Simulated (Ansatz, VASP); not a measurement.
**Two plane-wave programs on ZnS**

The input INCAR:

```
SYSTEM = ZnS
PREC     = Accurate       ! precision mode
ENCUT    = 500            ! plane-wave cutoff, eV
EDIFF    = 1E-6           ! SCF threshold, eV
ISMEAR   = 0              ! smearing method
SIGMA    = 0.05           ! smearing width, eV
LREAL    = .False.        ! projectors in reciprocal space
LASPH    = .True.         ! aspherical terms in the spheres
NELM     = 120            ! most SCF steps
ALGO     = Normal         ! electronic algorithm
ISIF     = 2              ! what is computed and relaxed
LWAVE    = .False.        ! write WAVECAR
LCHARG   = .True.         ! write CHGCAR
GGA      = PS             ! functional
LELF     = .True.         ! ELF
LVHAR    = .True.       
NBANDS   = 26             ! bands
GGA_COMPAT= .False.
```

File KPOINTS:

```
regular mesh
0
Gamma
  9 9 4
  0 0 0
```

The input POSCAR:

```
ZnS
1.0
    3.8455587354      0.0000000000      0.0000000000
   -1.9227793677      3.3303515566      0.0000000000
    0.0000000000      0.0000000000      6.3037246812
Zn S
2 2
Direct
    0.3333333333      0.6666666667      0.0052003729
    0.6666666667      0.3333333333      0.5052003729
    0.3333333333      0.6666666667      0.3797996271
    0.6666666667      0.3333333333      0.8797996271
```

Input for Ansatz:

```yaml
crystal:
  lattice:
    - [3.8455587354, 0.0, 0.0]
    - [-1.9227793677, 3.3303515566, 0.0]
    - [0.0, 0.0, 6.3037246812]
  atoms:
    - { symbol: Zn, position: [0.3333333333, 0.6666666667, 0.0052003729] }
    - { symbol: Zn, position: [0.6666666667, 0.3333333333, 0.5052003729] }
    - { symbol: S, position: [0.3333333333, 0.6666666667, 0.3797996271] }
    - { symbol: S, position: [0.6666666667, 0.3333333333, 0.8797996271] }
basis:
  xc_grid: 3
kpoints:
  mp_grid: { grid: [9, 9, 4] }
hamiltonian:
  xc: pbesol
scf:
  occupations: { method: gaussian, width: 0.05 }
output:
  forces: true
  eigenvalues: true
  stress: true
```

Alike in both runs: task single point; functional PBEsol; k mesh 9 × 9 × 4; occupations gaussian, width 0.05 eV; no spin polarisation.

|  | VASP | Ansatz |
| --- | --- | --- |
| version | VASP 6.6.1 | Ansatz 0.2.0 |
| potentials or method | VASP PAW PBE potentials, release 64 (Zn, S) | scalar-relativistic, plane waves, PAW |
| plane-wave cutoff (eV) | 500 | 420 |
| valence electrons in the cell | 36 | 36 |

|  | VASP | Ansatz | Ansatz less VASP |
| --- | --- | --- | --- |
| gap on the k mesh at the Fermi level (eV) | 1.95 | 1.95 | -0.004 |
| pressure (GPa) | -3.3 | -3.4 | -0.15 |

VASP's potentials were made for PBE, not for PBEsol. With one functional, cell and mesh, what is left measures potentials, basis and numerics.
